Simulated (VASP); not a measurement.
The system is NbBiF.

```
Nb Bi F
1.0
     3.98457    0.00000    0.00000
     0.00000    3.98457    0.00000
     0.00000    0.00000    4.18633
Nb Bi F
1 1 1
Direct
  0.50000 0.50000 0.50000
  0.00000 0.00000 0.00000
  0.50000 0.50000 0.00000
```

The cell was built from a structure type or drawn by symmetry, and may not be a known phase.

- Program: VASP 6.6.1
- Task: relaxation of cell and atoms
- Functional: PBE
- Potentials or basis: VASP PAW PBE potentials, release 64 (Nb_sv, Bi_d, F)
- Cutoff: 600 eV
- k mesh: 4 × 4 × 4
- Occupations: gaussian, width 0.1 eV
- Spin: collinear spin
- Starting moments: [0.63, -0.04, 0.04] μB

At the start: pressure -4.1 GPa; volume 22.16 Å³/atom.

Problem. Where does the relaxation end?

Solution. Over 3 steps the energy falls by 23.3 meV/atom and the volume is 21.06 Å³/atom (-4.9 %); space group P4/mmm (No. 123, to 0.1 Å) before and after; moment 1.26 μB per cell.

Step by step:
```tsv
step	energy change (eV)	largest force (eV/Å)	pressure (GPa)	volume (Å³)
1	0.0000	0.0000	-4.06	66.47
2	-0.0398	0.0000	3.02	61.17
3	-0.0699	0.0000	0.16	63.19
```

Final structure:
```cif
data_structure
_symmetry_space_group_name_H-M 'P 1'
_symmetry_Int_Tables_number 1
_cell_length_a 3.9537
_cell_length_b 3.9537
_cell_length_c 4.0427
_cell_angle_alpha 90.000
_cell_angle_beta 90.000
_cell_angle_gamma 90.000
_cell_volume 63.19
loop_
_atom_site_label
_atom_site_type_symbol
_atom_site_fract_x
_atom_site_fract_y
_atom_site_fract_z
_atom_site_occupancy
Nb1 Nb 0.50000 0.50000 0.50000 1
Bi1 Bi 0.00000 0.00000 0.00000 1
F1 F 0.50000 0.50000 0.00000 1
```

Caveat: the k points lie up to 0.40 Å⁻¹ apart in the final cell.
